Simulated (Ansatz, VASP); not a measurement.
## SnSe: VASP beside Ansatz

File INCAR:

```
ALGO     = Normal         # electronic algorithm
EDIFF    = 1E-6           # SCF threshold, eV
ENCUT    = 520            # plane-wave cutoff, eV
GGA      = CA             # functional
ISIF     = 2              # what is computed and relaxed
ISMEAR   = -1             # smearing method
LASPH    = T              # aspherical terms in the spheres
LCHARG   = F              # write CHGCAR
LREAL    = F              # projectors in reciprocal space
LWAVE    = F              # write WAVECAR
NBANDS   = 28             # bands
NELM     = 100            # most SCF steps
PREC     = Accurate       # precision mode
SIGMA    = 0.05           # smearing width, eV
```

File KPOINTS:

```
k-points
0
Gamma
  6 6 3
```

POSCAR

```
SnSe
1.0
    4.2853274191      0.0000000000      0.0000000000
    0.0000000000      4.2853274191      0.0000000000
    0.0000000000      0.0000000000     10.9906921300
Sn Se
2 2
Direct
    0.0000000000      0.5000000000      0.6277708900
    0.5000000000      0.0000000000      0.3722291100
    0.0000000000      0.5000000000      0.3839605100
    0.5000000000      0.0000000000      0.6160394900
```

File input.yaml:

```yaml
crystal:
  lattice:
    - [4.2853274191, 0.0, 0.0]
    - [0.0, 4.2853274191, 0.0]
    - [0.0, 0.0, 10.99069213]
  atoms:
    - { symbol: Sn, position: [0.0, 0.5, 0.62777089] }
    - { symbol: Sn, position: [0.5, 0.0, 0.37222911] }
    - { symbol: Se, position: [0.0, 0.5, 0.38396051] }
    - { symbol: Se, position: [0.5, 0.0, 0.61603949] }
hamiltonian:
  xc: lda
  pseudopotentials: { kind: paw }
kpoints:
  mp_grid: { grid: [6, 6, 3] }
scf:
  occupations: { method: fermi_dirac, width: 0.05 }
output:
  forces: true
  stress: true
  eigenvalues: true
```

Alike in both runs: task single point; functional LDA; k mesh 6 × 6 × 3; occupations fermi-dirac, width 0.05 eV; no spin polarisation.

|  | VASP | Ansatz |
| --- | --- | --- |
| version | VASP 6.6.1 | Ansatz 0.2.0 |
| potentials or method | VASP PAW LDA potentials, release 64 (Sn_d, Se) | Ansatz PAW |
| plane-wave cutoff (eV) | 520 | 420 |
| valence electrons in the cell | 40 | 60 |

```tsv
	VASP	Ansatz	Ansatz less VASP
gap on the k mesh at the Fermi level (eV)	1.45	1.47	+0.013
least direct gap on the mesh (eV)	1.45	1.47	+0.013
rms of the force components (eV/Å)	0.090	0.101	+0.0110
```

LDA's correlation is that of Perdew and Zunger in VASP and of Perdew and Wang (1992) in Ansatz. Atom by atom the forces differ by 0.013 eV/Å (rms over components). VASP's potentials hold 40 valence electrons a cell and Ansatz's 60, so a difference there can come from the potentials and not from the codes.

Noted on Ansatz's run: odd divisions of the mesh miss points on the zone boundary, where band edges often lie, so the gap on the mesh can be too wide.
